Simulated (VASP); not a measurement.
# Si7Ge (P1) in VASP: single point with PBEsol

Aim: the single point of Si7Ge with PBEsol.

Everything below comes from runs of VASP 6.6.1. Logs are shortened: lines on timing, memory, paths and dates and some standing lists are left out, and cuts for length are marked.

## (1) The cell of the first run

The typed cell holds 8 atoms: a = 5.435 Å, b = 5.300 Å, c = 5.246 Å, α = 87.97°, β = 89.50°, γ = 89.08°.

## (2) Single point, PBEsol (atoms moved at random and the cell strained at random)

INCAR reads:

```
SYSTEM = Si7Ge
PREC     = Accurate       ! precision mode
ENCUT    = 520            ! plane-wave cutoff, eV
EDIFF    = 1E-6           ! SCF threshold, eV
ISMEAR   = 0              ! smearing method
SIGMA    = 0.03           ! smearing width, eV
LREAL    = .FALSE.        ! projectors in reciprocal space
LASPH    = .TRUE.         ! aspherical terms in the spheres
NELM     = 60             ! most SCF steps
ALGO     = Normal         ! electronic algorithm
ISIF     = 2              ! what is computed and relaxed
LWAVE    = .FALSE.        ! write WAVECAR
LCHARG   = .TRUE.         ! write CHGCAR
GGA      = PS             ! functional
LELF     = .TRUE.         ! ELF
LVHAR    = .TRUE.       
NBANDS   = 31             ! bands
```

KPOINTS reads:

```
regular mesh
0
G
  6 6 6
  0 0 0
```

POSCAR reads:

```
Si7Ge
1.0
    5.4352666354      0.0427688624      0.0230934039
    0.0427688624      5.2986520401      0.0931071316
    0.0230934039      0.0931071316      5.2454815823
Si Ge
7 1
Direct
    0.2294968225      0.2508024709      0.2542720875
   -0.0044267200      0.4894587015      0.5190455388
    0.5008684635      0.4995346536     -0.0102434658
    0.4856210385      0.0052234063      0.4940657590
    0.7547311276      0.2711079235      0.7692340104
    0.7553167628      0.7387852598      0.2302133023
    0.2453854206      0.7536744317      0.7410037480
    0.0330070844     -0.0085868473      0.0024090198
```

Potentials or basis: VASP PAW PBE potentials, release 64 (Si, Ge_d).

Command:

```sh
> cat potpaw_PBE.64/Si/POTCAR potpaw_PBE.64/Ge_d/POTCAR > POTCAR
> mpirun -np 1 vasp_std > vasp.out
```

OUTCAR:

```text
SYSTEM = Si7Ge
   PREC = Accurate
   ENCUT = 520
   EDIFF = 1E-6
   ISMEAR = 0
   LREAL = .FALSE.
   LASPH = .TRUE.
   NELM = 60
   ISIF = 2
   GGA = PS

 ion  position               nearest neighbor table
   1  0.229  0.251  0.254-   8 2.23   4 2.25   2 2.28   3 2.40
   2  0.996  0.489  0.519-   5 2.16   1 2.28   7 2.32   6 2.36
   3  0.501  0.500  0.990-   5 2.17   7 2.30   6 2.30   1 2.40
   4  0.486  0.005  0.494-   7 2.25   1 2.25   6 2.47   5 2.54
   5  0.755  0.271  0.769-   2 2.16   3 2.17   8 2.41   4 2.54
   6  0.755  0.739  0.230-   3 2.30   8 2.33   2 2.36   4 2.47
   7  0.245  0.754  0.741-   8 2.20   4 2.25   3 2.30   2 2.32
   8  0.033  0.991  0.002-   7 2.20   1 2.23   6 2.33   5 2.41

  LATTYP: Found a triclinic cell.
 ALAT       =     5.2463586680
 B/A-ratio  =     1.4463137633
 C/A-ratio  =     1.7341001494
 COS(alpha) =     0.0021719135
 COS(beta)  =     0.5613298734
 COS(gamma) =     0.7160989815

  Lattice vectors:

 A1 = (  -0.0230934039,  -0.0931071316,  -5.2454815823)
 A2 = (  -0.0658622663,  -5.3917591717,  -5.3385887139)
 A3 = (  -5.4155911769,   5.1627760461,  -5.1754678546)

Analysis of symmetry for initial positions (statically):
=====================================================================
 Subroutine PRICEL returns:
 Original cell was already a primitive cell.

 Routine SETGRP: Setting up the symmetry group for a
 triclinic supercell.

 Subroutine GETGRP returns: Found  1 space group operations
 (whereof  1 operations were pure point group operations)
 out of a pool of  2 trial point group operations.

The static configuration has the point symmetry C_1 .

Analysis of symmetry for dynamics (positions and initial velocities):
=====================================================================
 Subroutine PRICEL returns:
 Original cell was already a primitive cell.

 Routine SETGRP: Setting up the symmetry group for a
 triclinic supercell.

 Subroutine GETGRP returns: Found  1 space group operations
 (whereof  1 operations were pure point group operations)
 out of a pool of  2 trial point group operations.

The dynamic configuration has the point symmetry C_1 .

 Subroutine INISYM returns: Found  1 space group operations
 (whereof  1 operations are pure point group operations),
 and found     1 'primitive' translations

----------------------------------------------------------------------------------------

                                     Primitive cell

  volume of cell :     151.0083

  direct lattice vectors                    reciprocal lattice vectors
     5.435266635  0.042768862  0.023093404     0.183998523 -0.001471396 -0.000783942
     0.042768862  5.298652040  0.093107132    -0.001471396  0.188797893 -0.003344679
     0.023093404  0.093107132  5.245481582    -0.000783942 -0.003344679  0.190703084

  length of vectors
     5.435483960  5.299642588  5.246358668     0.184006076  0.188833250  0.190734024

  position of ions in fractional coordinates (direct lattice)
     0.229496823  0.250802471  0.254272087
     0.995573280  0.489458701  0.519045539
     0.500868463  0.499534654  0.989756534
     0.485621038  0.005223406  0.494065759
     0.754731128  0.271107923  0.769234010
     0.755316763  0.738785260  0.230213302
     0.245385421  0.753674432  0.741003748
     0.033007084  0.991413153  0.002409020

  ion indices of the primitive-cell ions
   primitive index   ion index
                 1           1
                 2           2
                 3           3
                 4           4
                 5           5
                 6           6
                 7           7
                 8           8

----------------------------------------------------------------------------------------

 KPOINTS: regular mesh

Automatic generation of k-mesh.
 Grid dimensions read from file:
 generate k-points for:    6    6    6

 Generating k-lattice:

  Cartesian coordinates                     Fractional coordinates (reciprocal lattice)
     0.030666421 -0.000245233 -0.000130657     0.166666667 -0.000000000 -0.000000000
    -0.000245233  0.031466316 -0.000557446     0.000000000  0.166666667 -0.000000000
    -0.000130657 -0.000557446  0.031783847     0.000000000 -0.000000000  0.166666667

  Length of vectors
     0.030667679  0.031472208  0.031789004

  Shift w.r.t. Gamma in fractional coordinates (k-lattice)
     0.000000000  0.000000000  0.000000000

 Subroutine IBZKPT returns following result:
 ===========================================

 Found    112 irreducible k-points:

 Following reciprocal coordinates:
            Coordinates               Weight
  0.000000  0.000000  0.000000      1.000000
  0.166667  0.000000  0.000000      2.000000
  0.333333  0.000000  0.000000      2.000000
  0.500000  0.000000  0.000000      1.000000
  0.000000  0.166667  0.000000      2.000000
  0.166667  0.166667  0.000000      2.000000
[... 16 lines left out ...]
  0.333333  0.000000  0.166667      2.000000
  0.500000  0.000000  0.166667      2.000000
 [... further k-points ...]
   k-points           NKPTS =    112   k-points in BZ     NKDIM =    112   number of bands    NBANDS=     31
   number of dos      NEDOS =    301   number of ions     NIONS =      8
   total plane-waves  NPLWV =  64000
   dimension x,y,z NGX =    40 NGY =   40 NGZ =   40
   dimension x,y,z NGXF=    80 NGYF=   80 NGZF=   80
   ions per type =               7   1
   NGX,Y,Z   is equivalent  to a cutoff of  12.23, 12.55, 12.68 a.u.
   NGXF,Y,Z  is equivalent  to a cutoff of  24.47, 25.10, 25.35 a.u.
 SYSTEM =  Si7Ge
   PREC   = accura    normal or accurate (medium, high low for compatibility)
   ISTART =      0    job   : 0-new  1-cont  2-samecut
   ICHARG =      2    charge: 1-file 2-atom 10-const
   ISPIN  =      1    spin polarized calculation?
   LNONCOLLINEAR =      F non collinear calculations
   LSORBIT =      F    spin-orbit coupling
   LASPH  =      T    aspherical Exc in radial PAW
   ENCUT  =  520.0 eV  38.22 Ry    6.18 a.u.  10.11  9.85  9.75*2*pi/ulx,y,z
   NELM   =     60;   NELMIN=  2; NELMDL= -5     # of ELM steps
   EDIFF  = 0.1E-05   stopping-criterion for ELM
   LREAL  =      F    real-space projection
   EDIFFG = 0.1E-04   stopping-criterion for IOM
   NSW    =      0    number of steps for IOM
   IBRION =     -1    ionic relax: 0-MD 1-quasi-New 2-CG
   NFREE  =      0    steps in history (QN), initial steepest desc. (CG)
   ISIF   =      2    stress and relaxation
   ISYM   =      2    0-nonsym 1-usesym 2-fastsym
   POTIM  = 0.5000    time-step for ionic-motion
   TEBEG  =    0.0;   TEEND  =   0.0 temperature during run
   PSTRESS=    0.0 pullay stress
   NELECT =      42.0000    total number of electrons
   NUPDOWN=      -1.0000    fix difference up-down
   EMIN   =  10.00;   EMAX   =-10.00  energy-range for DOS
   EFERMI =   0.00;   METHOD = LEGACY
   ISMEAR =     0;   SIGMA  =   0.03  broadening in eV -4-tet -1-fermi 0-gaus
   EFERMI_NEDOS =   21; number of points for ismear=-14 and -15
   IALGO  =     38    algorithm
   IMIX   =      4    mixing-type and parameters
     AMIX     =   0.40;   BMIX     =  1.00
     AMIX_MAG =   1.60;   BMIX_MAG =  1.00
  volume/ion in A,a.u.               =      18.88       127.38
  Fermi-wavevector in a.u.,A,eV,Ry     =   1.068622  2.019404 15.537225  1.141954
  Thomas-Fermi vector in A             =   2.204276
   LORBIT       =      0    0 simple, 1 ext, 2 COOP (PROOUT), +10 PAW based schemes
   GGA     = PS    functional components
   LHFCALC =     F    Hartree Fock is set to
   AEXX    =    0.0000 exact exchange contribution
   IVDW    =     0    specifies the selected vdW correction
   LEPSILON=     F    determine dielectric tensor
   LRPA    =     F    only Hartree local field effects (RPA)
 non-spin polarized calculation
 Gauss-broadening in eV      SIGMA  =   0.03
  energy-cutoff  :      520.00
  volume of cell :      151.01
 maximum number of plane-waves:      4100
   NGX = 21   NGY = 19   NGZ = 19

 number of electron      42.0000003 magnetization

 Free energy of the ion-electron system (eV)
  ---------------------------------------------------
  ext. energy  EPLUGINS =         0.00000000
  ---------------------------------------------------
  free energy    TOTEN  =       -43.84954322 eV

  energy without entropy =      -43.84949760  energy(sigma->0) =      -43.84952041

 E-fermi :   6.5491     XC(G=0):  -9.9405

 val. band max:        6.5070167331   @ k =   0.0000  -0.0000   0.1667
 cond. band min:       6.5837790627   @ k =   0.0000   0.0000   0.0000
 fundamental gap:      0.0767623297
 Fermi energy:         6.5491193231

 k-point     1 :       0.0000    0.0000    0.0000
  band No.  band energies     occupation
      1     -17.9255      2.00000
      2     -17.9213      2.00000
      3     -17.9061      2.00000
      4     -17.8787      2.00000
      5     -17.8758      2.00000
      6      -6.3144      2.00000
[... 23 lines left out ...]
     30       9.2494      0.00000
     31      10.2247      0.00000

 k-point     2 :       0.1667    0.0000    0.0000
  band No.  band energies     occupation
      1     -17.9255      2.00000
      2     -17.9213      2.00000
      3     -17.9061      2.00000
      4     -17.8787      2.00000
      5     -17.8758      2.00000
      6      -6.1986      2.00000
[... 23 lines left out ...]
     30       9.8554      0.00000
     31      10.7997      0.00000

 k-point     3 :       0.3333    0.0000    0.0000
  band No.  band energies     occupation
      1     -17.9255      2.00000
      2     -17.9213      2.00000
      3     -17.9062      2.00000
      4     -17.8787      2.00000
      5     -17.8757      2.00000
      6      -5.8685      2.00000
[... 703 lines left out ...]
     30      10.6642      0.00000
     31      11.2194      0.00000

 k-point    24 :       0.5000    0.0000    0.1667
  band No.  band energies     occupation
      1     -17.9255      2.00000
      2     -17.9213      2.00000
      3     -17.9062      2.00000
      4     -17.8786      2.00000
      5     -17.8757      2.00000
      6      -5.4217      2.00000
[... 23 lines left out ...]
     30      11.0930      0.00000
     31      11.3243      0.00000

 [... further k-points ...]
[... 5 lines left out ...]
  --------------------------------------------------------------------------------------
  -------------------------------------------------------------------------------------
  Total        6.8283478      9.3612806     10.2410845     -0.8851668     -0.8873377     -3.4434102
  in kB       72.4478102     99.3218712    108.6564667     -9.3914959     -9.4145282    -36.5340981
  external PRESSURE =      93.4753827 kB  Pullay stress =       0.0000000 kB

 VOLUME and BASIS-vectors are now :
 -----------------------------------------------------------------------------
  energy-cutoff  :      520.00
  volume of cell :      151.01
      direct lattice vectors                 reciprocal lattice vectors
     5.435266635  0.042768862  0.023093404     0.183998523 -0.001471396 -0.000783942
     0.042768862  5.298652040  0.093107132    -0.001471396  0.188797893 -0.003344679
     0.023093404  0.093107132  5.245481582    -0.000783942 -0.003344679  0.190703084

 POSITION                                       TOTAL-FORCE (eV/Angst)
 -----------------------------------------------------------------------------------
      1.26397      1.36240      1.36243         1.420473      1.101538      0.137615
      5.44413      2.68438      2.79121         0.246061      1.537883     -1.445182
      2.76658      2.76044      5.24983        -1.248035      0.576915      1.408543
      2.65111      0.09445      2.60331         2.267006      0.096912     -0.032643
      4.13152      1.54041      4.07767        -0.708637     -3.169477     -0.641819
      4.14226      3.96830      1.29381        -0.674122      0.492092      1.414754
      1.38308      4.07295      3.96276         0.920757     -1.196524     -0.897373
      0.22186      5.25479      0.10571        -2.223502      0.560660      0.056105
 -----------------------------------------------------------------------------------
    total drift:                               -0.000559      0.000261     -0.001029

  FREE ENERGIE OF THE ION-ELECTRON SYSTEM (eV)
  ---------------------------------------------------
  free  energy   TOTEN  =       -43.8495432176 eV

  energy  without entropy=      -43.8494975995  energy(sigma->0) =      -43.84952041
```

Wall time 3 min (1 thread of Intel Xeon 6975P-C (Granite Rapids), shared host); peak memory 0.52 GiB.

Results:

* Free energy: -43.8495 eV
* Pressure: 9.3 GPa
* Largest force: 3.311 eV/Å
* Band gap on the k mesh: zero (bands 21 and 22 overlap by 0.12 eV)

Forces in eV/Å, atoms in the order of the input:
```
Si   1.420  1.102  0.138
Si   0.246  1.538 -1.445
Si  -1.248  0.577  1.409
Si   2.267  0.097 -0.033
Si  -0.709 -3.169 -0.642
Si  -0.674  0.492  1.415
Si   0.921 -1.197 -0.897
Ge  -2.224  0.561  0.056
```

Stress tensor (GPa, compression positive):
```
 7.24 -0.94 -3.65
-0.94  9.93 -0.94
-3.65 -0.94 10.87
```

Caveat: the cell differs from its parent crystal (atoms moved at random and the cell strained at random); the cell stands under pressure; semilocal functionals underestimate gaps, so a narrow gap can read as zero; the PAW data sets were made with another functional, which shifts forces and pressure a little.
